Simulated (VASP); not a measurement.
Input of a VASP 6.6.1 run:

INCAR

```
PREC = Accurate
ENCUT = 520
EDIFF = 1E-6
ISMEAR = -1
SIGMA = 0.05
LREAL = False
LASPH = True
NELM = 80
ALGO = Normal
ISIF = 2
LWAVE = False
LCHARG = False
GGA = PE
NBANDS = 16
```

File KPOINTS:

```
Automatic mesh
0
Gamma
  10 10 7
```

Contents of POSCAR:

```
TaO
1.0
    3.0049763056      0.0000028292      0.0000000000
   -1.5024906029      2.6023844038      0.0000000000
    0.0000000000      0.0000000000      3.8411709824
Ta O
1 1
Direct
    0.0000000000      0.0000000000      0.5000000000
    0.0000000000      0.0000000000      0.0000000000
```

Potentials or basis: VASP PAW PBE potentials, release 64 (Ta_pv, O).

Launch:

```bash
$ cat potpaw_PBE.64/Ta_pv/POTCAR potpaw_PBE.64/O/POTCAR > POTCAR
$ mpirun -np 1 vasp_std > vasp.out
```

Estimate the band gap on the k mesh.

zero (an odd number of electrons rules out a gap without spin polarisation).

Predict the pressure.

5.5 GPa.

Stress tensor (GPa, compression positive):
```
4.93 0.00 0.00
0.00 4.93 0.00
0.00 0.00 6.58
```

Caveat: the cell stands under pressure; spin-orbit coupling is left out, which moves the levels of the heavy elements; an odd number of electrons without spin polarisation forces a metal; a magnetic or distorted state may lie lower.
